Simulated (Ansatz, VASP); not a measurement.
## BN in VASP and in Ansatz

POSCAR

```
BN
1.0
    0.0000000000      1.8048254650      1.8589702290
    1.8048254650      0.0000000000      1.8589702290
    1.8048254650      1.8048254650      0.0000000000
B N
1 1
Direct
    0.0000000000      0.0000000000      0.0000000000
    0.2500000000      0.2500000000      0.2500000000
```

INCAR.step1

```
  ALGO = Normal
  EDIFF = 1E-4
  ENCUT = 520
  GGA = PE
  ISMEAR = 0
  LASPH = True
  LCHARG = False
  LREAL = False
  LWAVE = True
  NBANDS = 11
  NELM = 100
  PREC = Accurate
  SIGMA = 0.01
```

File INCAR.step2:

```
  ALGO = Normal
  EDIFF = 1E-7
  ENCUT = 520
  ISIF = 2
  ISMEAR = 0
  ISTART = 1
  LASPH = True
  LCHARG = True
  LELF = True
  LMIXTAU = True
  LREAL = False
  LVHAR = True
  LWAVE = False
  METAGGA = R2SCAN
  NBANDS = 11
  NELM = 100
  PREC = Accurate
  SIGMA = 0.01
```

Contents of KPOINTS:

```
k-points
0
Gamma
  12 12 12
```

Input for Ansatz:

```yaml
crystal:
  lattice:
    - [0.0, 1.804825465, 1.858970229]
    - [1.804825465, 0.0, 1.858970229]
    - [1.804825465, 1.804825465, 0.0]
  atoms:
    - { symbol: B, position: [0.0, 0.0, 0.0] }
    - { symbol: "N", position: [0.25, 0.25, 0.25] }
kpoints:
  mp_grid: { grid: [12, 12, 12] }
  band_path:
    path:
      - [0.0, 0.0, 0.0]
      - [-0.5, -0.5, 0.0]
      - [-0.375, -0.375, 0.25]
      - [-0.375, 0.0, 0.375]
      - [0.0, 0.0, 0.5]
      - [-0.5, -0.25, 0.25]
      - [0.0, 0.5, 0.5]
    npoints: 1
hamiltonian:
  xc: r2scan
scf:
  occupations: { method: fixed }
  n_extra_bands: 4
output:
  forces: true
  stress: true
  eigenvalues: true
```

Change from the starting cell: uniaxial_z strain +3.0%.

Alike in both runs: task single point; functional r2SCAN; k mesh 12 × 12 × 12; no spin polarisation.

|  | VASP | Ansatz |
| --- | --- | --- |
| version | VASP 6.6.1 | Ansatz 0.2.0 |
| potentials or method | VASP PAW PBE potentials, release 64 (B, N) | plane waves, PAW |
| plane-wave cutoff (eV) | 520 | 500 |
| occupations | gaussian, width 0.01 eV | fixed |
| valence electrons in the cell | 8 | 8 |

```tsv
	VASP	Ansatz	Ansatz less VASP
gap on the k mesh at the Fermi level (eV)	4.68	4.70	+0.020
pressure (GPa)	-9.9	-10.9	-1.00
traceless stress, the component that is largest in VASP (GPa)	-12.89	-12.92	-0.034
```

VASP's potentials were made for PBE, not for r2SCAN.
